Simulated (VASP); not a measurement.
# CoO (P6_3mc) in VASP: notebook, part 2 of 2

VASP 6.6.1.

## 4. Single point, PBE, collinear spin, antiferromagnetic start (uniaxial strain along c: -3.0 %)

Input file INCAR:

```
ALGO     = Normal         # electronic algorithm
EDIFF    = 1E-6           # SCF threshold, eV
ENCUT    = 520            # plane-wave cutoff, eV
GGA      = PE             # functional
ISIF     = 2              # what is computed and relaxed
ISMEAR   = 0              # smearing method
ISPIN    = 2              # spin polarisation
LASPH    = True           # aspherical terms in the spheres
LCHARG   = True           # write CHGCAR
LELF     = True           # ELF
LMAXMIX  = 4              # l up to which the mixer works
LORBIT   = 11             # projections on sites
LREAL    = False          # projectors in reciprocal space
LVHAR    = True         
LWAVE    = False          # write WAVECAR
MAGMOM   = -2.32 2.32 0.17 -0.17 # initial moments
NBANDS   = 27             # bands
NELM     = 150            # most SCF steps
PREC     = Accurate       # precision mode
SIGMA    = 0.01           # smearing width, eV
```

Input file KPOINTS:

```
k-points
0
Gamma
  12 12 8
```

Input file POSCAR:

```
CoO
1.0
    3.1911417754      0.0000000000      0.0000000000
   -1.5955708877      2.7636098446      0.0000000000
    0.0000000000      0.0000000000      5.1298469804
Co O
2 2
Direct
    0.0000000149     -0.0000000149      0.0046609427
    0.3333333169      0.6666666831      0.5046609994
   -0.0000000153      0.0000000153      0.3703394317
    0.3333333502      0.6666666498      0.8703396261
```

Command:

```console
$ cat potpaw_PBE.64/Co/POTCAR potpaw_PBE.64/O/POTCAR > POTCAR
$ mpirun -np 1 vasp_std > vasp.out
```

Run time: 4.1 min. Hardware: 1 thread of Oxide Virtual Turin-like, shared host; peak memory 0.26 GiB.

It converged, with:

```
Free energy                                           : -26.7602 eV
Pressure                                              : 3.0 GPa
Largest force                                         : 0.119 eV/Å
Band gap on the k mesh                                : 0.07 eV (least direct gap 0.21 eV)
Net moment                                            : 0.00 μB per cell
Site moments                                          : Co -2.26, +2.26; O +0.14, -0.14 μB
Valence electrons inside the program's atomic spheres : Co 8.04; O 5.00
```

Forces in eV/Å, atoms in the order of the input:
```
Co   0.000  0.000 -0.119
Co   0.000  0.000 -0.119
O    0.000  0.000  0.119
O    0.000  0.000  0.119
```

Stress tensor (GPa, compression positive):
```
0.68 0.00 0.00
0.00 0.68 0.00
0.00 0.00 7.51
```

Levels at points of the mesh, in eV from the valence-band top:
Spin up:
```tsv
k point	band 13	band 14	band 15	band 16	band 17	band 18
(0.00, 0.00, 0.00)	-1.14	-0.09	-0.09	0.26	1.70	2.09
(0.50, 0.00, 0.00)	-1.48	-0.41	-0.14	0.07	0.85	1.36
(0.00, 0.00, 0.50)	-1.10	-0.04	-0.04	0.94	1.94	1.94
(0.50, 0.00, 0.50)	-1.35	-0.46	-0.34	0.23	0.99	1.23
```
Spin down:
| k point | band 11 | band 12 | band 13 | band 14 | band 15 | band 16 | band 17 | band 18 | band 19 | band 20 |
| --- | --- | --- | --- | --- | --- | --- | --- | --- | --- | --- |
| (0.00, 0.00, 0.00) | -1.78 | -1.14 | -1.14 | -0.09 | -0.09 | 0.26 | 1.70 | 2.09 | 2.09 | 5.63 |
| (0.50, 0.00, 0.00) | -1.97 | -1.88 | -1.48 | -0.41 | -0.14 | 0.07 | 0.85 | 1.36 | 5.86 | 6.19 |
| (0.00, 0.00, 0.50) | -1.31 | -1.10 | -1.10 | -0.04 | -0.04 | 0.94 | 1.94 | 1.94 | 2.72 | 3.24 |
| (0.50, 0.00, 0.50) | -1.86 | -1.47 | -1.35 | -0.46 | -0.34 | 0.23 | 0.99 | 1.23 | 5.51 | 5.98 |

Caveat: the cell differs from its parent crystal (uniaxial strain along c: -3.0 %); the stress differs along the axes, from 1 to 8 GPa. A k mesh can miss the band edges.

## 5. Single point, PBE, collinear spin, antiferromagnetic start (uniaxial strain along c: -2.0 %)

Input file INCAR:

```
SYSTEM = CoO
PREC = Accurate
ENCUT = 520
EDIFF = 1E-6
ISMEAR = 0
SIGMA = 0.01
LREAL = .FALSE.
LASPH = .TRUE.
NELM = 150
ALGO = Normal
ISIF = 2
LWAVE = .FALSE.
LCHARG = .FALSE.
ISPIN = 2
MAGMOM = -2.32 2.32 0.17 -0.17
LORBIT = 11
LMAXMIX = 4
GGA = PE
NBANDS = 27
```

Input file KPOINTS:

```
regular mesh
0
G
  12 12 8
  0 0 0
```

Input file POSCAR:

```
CoO
1.0
    3.1832233095      0.0000000000      0.0000000000
   -1.5916116547      2.7567522519      0.0000000000
    0.0000000000      0.0000000000      5.1827320008
Co O
2 2
Direct
    0.0000000391     -0.0000000391      0.0059319025
    0.3333332915      0.6666667085      0.5059319705
   -0.0000000408      0.0000000408      0.3690685205
    0.3333333769      0.6666666231      0.8690686064
```

Command:

```console
$ cat potpaw_PBE.64/Co/POTCAR potpaw_PBE.64/O/POTCAR > POTCAR
$ mpirun -np 1 vasp_std > vasp.out
```

Wall time 4 min (1 thread of Oxide Virtual Turin-like, shared host); peak memory 0.25 GiB.

It converged, with:

```
Free energy                                           : -26.7751 eV
Pressure                                              : 1.9 GPa
Largest force                                         : 0.125 eV/Å
Band gap on the k mesh                                : 0.11 eV (least direct gap 0.22 eV)
Net moment                                            : 0.00 μB per cell
Site moments                                          : Co -2.27, +2.27; O +0.15, -0.15 μB
Valence electrons inside the program's atomic spheres : Co 8.03; O 5.00
```

Forces in eV/Å, atoms in the order of the input:
```
Co   0.000  0.000 -0.125
Co   0.000  0.000 -0.125
O    0.000  0.000  0.125
O    0.000  0.000  0.125
```

Stress tensor (GPa, compression positive):
```
0.22 0.00 0.00
0.00 0.22 0.00
0.00 0.00 5.21
```

Levels at points of the mesh, in eV from the valence-band top:
Spin up:
```csv
k point,band 11,band 12,band 13,band 14,band 15,band 16,band 17,band 18,band 19,band 20
"(0.00, 0.00, 0.00)",-1.77,-1.10,-1.10,-0.07,-0.07,0.27,1.74,2.11,2.11,5.67
"(0.50, 0.00, 0.00)",-1.92,-1.84,-1.43,-0.34,-0.11,0.11,0.87,1.41,5.88,6.23
"(0.00, 0.00, 0.50)",-1.32,-1.06,-1.06,-0.01,-0.01,0.94,1.96,1.96,2.73,3.25
"(0.50, 0.00, 0.50)",-1.83,-1.49,-1.29,-0.44,-0.28,0.27,1.00,1.28,5.52,5.99
```
Spin down:
```tsv
k point	band 13	band 14	band 15	band 16	band 17	band 18
(0.00, 0.00, 0.00)	-1.10	-0.07	-0.07	0.27	1.74	2.11
(0.50, 0.00, 0.00)	-1.43	-0.34	-0.11	0.11	0.87	1.41
(0.00, 0.00, 0.50)	-1.06	-0.01	-0.01	0.94	1.96	1.96
(0.50, 0.00, 0.50)	-1.29	-0.44	-0.28	0.27	1.00	1.28
```

Caveat: the cell differs from its parent crystal (uniaxial strain along c: -2.0 %).

## 6. Single point, PBE, collinear spin, antiferromagnetic start (uniaxial strain along c: +1.0 %)

Input file INCAR:

```
PREC     = Accurate       # precision mode
ENCUT    = 520            # plane-wave cutoff, eV
EDIFF    = 1E-6           # SCF threshold, eV
ISMEAR   = 0              # smearing method
SIGMA    = 0.01           # smearing width, eV
LREAL    = F              # projectors in reciprocal space
LASPH    = T              # aspherical terms in the spheres
NELM     = 150            # most SCF steps
ALGO     = Normal         # electronic algorithm
ISIF     = 2              # what is computed and relaxed
LWAVE    = F              # write WAVECAR
LCHARG   = T              # write CHGCAR
ISPIN    = 2              # spin polarisation
MAGMOM   = -2.32 2.32 0.17 -0.17 # initial moments
LORBIT   = 11             # projections on sites
LMAXMIX  = 4              # l up to which the mixer works
GGA      = PE             # functional
LELF     = T              # ELF
LVHAR    = T            
NBANDS   = 27             # bands
```

Input file KPOINTS:

```
Automatic mesh
0
Gamma
  12 12 8
```

Input file POSCAR:

```
CoO
1.0
    3.1594679117      0.0000000000      0.0000000000
   -1.5797339558      2.7361794739      0.0000000000
    0.0000000000      0.0000000000      5.3413870621
Co O
2 2
Direct
    0.0000000000      0.0000000000      0.0071360785
    0.3333333333      0.6666666667      0.5071361004
    0.0000000000      0.0000000000      0.3678643009
    0.3333333333      0.6666666667      0.8678645201
```

Potentials or basis: VASP PAW PBE potentials, release 64 (Co, O).

Command:

```console
$ cat potpaw_PBE.64/Co/POTCAR potpaw_PBE.64/O/POTCAR > POTCAR
$ mpirun -np 1 vasp_std > vasp.out
```

Run time: 3.5 min. Hardware: 1 thread of Oxide Virtual Turin-like, shared host; peak memory 0.26 GiB.

The run converged. Its results:

```yaml
Free_energy: -26.7844 eV
Pressure: -1.0 GPa
Largest_force: 0.102 eV/Å
Band_gap_on_the_k_mesh: 0.15 eV (least direct gap 0.24 eV)
Net_moment: 0.00 μB per cell
Site_moments: Co -2.29, +2.29; O +0.16, -0.16 μB
Valence_electrons_inside_the_program's_atomic_spheres: Co 7.99; O 4.99
```

Forces on the atoms (eV/Å):
```
Co   0.000  0.000  0.102
Co   0.000  0.000  0.102
O    0.000  0.000 -0.102
O    0.000  0.000 -0.102
```

Stress tensor (GPa, compression positive):
```
 0.02  0.00  0.00
 0.00  0.02  0.00
 0.00  0.00 -2.98
```

Levels at points of the mesh, in eV from the valence-band top:
Spin up:
```
           k point  band 11  band 12  band 13  band 14  band 15  band 16  band 17  band 18  band 19  band 20
(0.00, 0.00, 0.00)    -1.74    -0.99    -0.99    -0.05    -0.05     0.28     1.74     2.13     2.13     5.74
(0.50, 0.00, 0.00)    -1.86    -1.77    -1.33    -0.25    -0.09     0.15     0.85     1.48     5.90     6.27
(0.00, 0.00, 0.50)    -1.40    -0.96    -0.96     0.00     0.00     0.93     2.01     2.01     2.67     3.17
(0.50, 0.00, 0.50)    -1.83    -1.56    -1.18    -0.41    -0.22     0.30     0.97     1.36     5.49     5.96
```
Spin down:
```tsv
k point	band 13	band 14	band 15	band 16	band 17	band 18
(0.00, 0.00, 0.00)	-0.99	-0.05	-0.05	0.28	1.74	2.13
(0.50, 0.00, 0.00)	-1.33	-0.25	-0.09	0.15	0.85	1.48
(0.00, 0.00, 0.50)	-0.96	0.00	0.00	0.93	2.01	2.01
(0.50, 0.00, 0.50)	-1.18	-0.41	-0.22	0.30	0.97	1.36
```

Caveat: the cell differs from its parent crystal (uniaxial strain along c: +1.0 %).

## 7. Summary

| cell | gap on the mesh (eV) | pressure (GPa) | moment (μB) | largest force (eV/Å) |
| --- | --- | --- | --- | --- |
| a = 3.155, b = 3.155, c = 5.341 Å, angles 90.0, 90.0, 120.0°, 4 atoms, atomic positions A | 0.15 | -0.8 | 0.00 | 0.01 |
| a = 3.191, b = 3.191, c = 5.130 Å, angles 90.0, 90.0, 120.0°, 4 atoms, atomic positions B | 0.07 | 3.0 | 0.00 | 0.12 |
| a = 3.183, b = 3.183, c = 5.183 Å, angles 90.0, 90.0, 120.0°, 4 atoms, atomic positions C | 0.11 | 1.9 | 0.00 | 0.13 |
| a = 3.159, b = 3.159, c = 5.341 Å, angles 90.0, 90.0, 120.0°, 4 atoms, atomic positions D | 0.15 | -1.0 | 0.00 | 0.10 |

Alike in all rows: task single point; level PBE; potentials or basis VASP PAW PBE potentials, release 64 (Co, O); spin collinear, antiferromagnetic start; k mesh 12 × 12 × 8; cutoff (eV) 520; smearing gaussian 0.01 eV.

Caveats: the stress differs along the axes, from 1 to 8 GPa (at least some runs).

Absolute energies hang on the potentials; compare differences alone.
